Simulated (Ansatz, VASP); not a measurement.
**One calculation of SiC, two programs**

```
Si C
1.0
     0.00000    2.02924    2.02924
     2.02924    0.00000    2.02924
     2.02924    2.02924    0.00000
Si C
1 1
Direct
  0.00000 0.00000 0.00000
  0.50000 0.50000 0.50000
```

Alike in both runs: functional PBE; k mesh 16 × 16 × 16; occupations fermi-dirac, width 0.1 eV; no spin polarisation.

Ansatz relaxed the structure, and its values are those at the end. VASP's run is a single point on that final structure, the one shown.

|  | VASP | Ansatz |
| --- | --- | --- |
| version | VASP 6.6.1 | Ansatz 0.2.0 |
| potentials or method | VASP PAW PBE potentials, release 64 (Si, C) | PAW with Ansatz's default frozen-core files, scalar-relativistic |
| plane-wave cutoff (eV) | 520 | 420 |
| valence electrons in the cell | 8 | 8 |

|  | VASP | Ansatz | Ansatz less VASP |
| --- | --- | --- | --- |
| pressure (GPa) | 0.2 | 0.0 | -0.19 |

The functional is the same, so the differences come from potentials, cutoffs and numerics.
